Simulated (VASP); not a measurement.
TaN:

```xyz
4
Lattice="3.8960 0.0000 0.0000 -1.9480 3.3740 0.0000 0.0000 0.0000 3.9207" Properties=species:S:1:pos:R:3 pbc="T T T"
Ta    0.0000    2.2493    0.1334
Ta    1.9480    1.1247    3.7874
N     0.0000    0.0000    2.5795
N     0.0000    0.0000    1.3413
```

The cell was built from a structure type or drawn by symmetry, and may not be a known phase.

```yaml
Program: VASP 6.6.1
Task: relaxation of cell and atoms
Functional: PBE
Potentials_or_basis: VASP PAW PBE potentials, release 64 (Ta_pv, N)
Cutoff: 600 eV
k_mesh: 6 × 6 × 4
Occupations: gaussian, width 0.1 eV
Spin: no spin polarisation
```

At the start: pressure 35.6 GPa; volume 12.88 Å³/atom.

Q: Where does the relaxation end?

A: Over 51 steps the energy falls by 2605.6 meV/atom and the volume is 14.35 Å³/atom (+11.4 %); space group P-3m1 (No. 164, to 0.1 Å) before, P6_3/mmc (No. 194, to 0.1 Å).

The path:
```
step  energy change (eV)  largest force (eV/Å)  pressure (GPa)  volume (Å³)
   1              0.0000                2.9231           35.60        51.54
   3             -1.4638                2.5302           -4.80        62.13
   5             -2.3354                1.8389           -0.25        63.98
   7             -2.7298                2.2258           -8.15        65.49
   9             -2.7907                0.8896           -3.51        64.45
  11             -2.8744                1.1130           -2.86        63.80
  13             -2.9502                2.6369            1.26        61.95
  15             -3.1303                1.9935            1.30        59.46
  17             -3.2678                5.3817           19.08        49.41
  19             -3.6614                7.0330           23.80        47.67
  21             -5.1410                3.1600          100.15        39.31
  23             -5.4938                4.9391           77.16        40.63
  25             -5.8352                1.4760           92.32        40.20
  27             -7.3481                1.9212           58.87        43.31
  29             -8.7459                2.3831          -13.07        59.08
  31             -8.9204                2.6397           -2.30        54.66
  33             -9.7911                1.4081           -4.18        56.87
  35            -10.2905                0.6248           -3.30        59.69
  37            -10.3232                0.5280            2.92        57.81
  39            -10.3694                0.4320            1.95        57.23
  41            -10.3787                0.4546            1.50        56.84
  43            -10.4041                0.2334           -2.36        58.00
  45            -10.4130                0.1608            0.14        57.61
  47            -10.4197                0.0816            0.07        57.45
  49            -10.4216                0.0860            0.05        57.33
  51            -10.4226                0.0045           -0.15        57.41
```

Final structure:
```xyz
4
Lattice="3.4270 0.0000 0.0000 -1.7135 2.9679 0.0000 0.0000 0.0000 5.6450" Properties=species:S:1:pos:R:3 pbc="T T T"
Ta    0.0000    1.9786    1.4112
Ta    1.7135    0.9893    4.2338
N     0.0000    0.0000    4.2344
N     0.0000    0.0000    1.4106
```

Caveat: the k points lie up to 0.35 Å⁻¹ apart in the final cell, too coarse for converged energies and pressures of a metal; the standard files for N, O and F lose accuracy on very short bonds; a cell axis changed by over 15 % at a fixed basis, so the end point is rough.
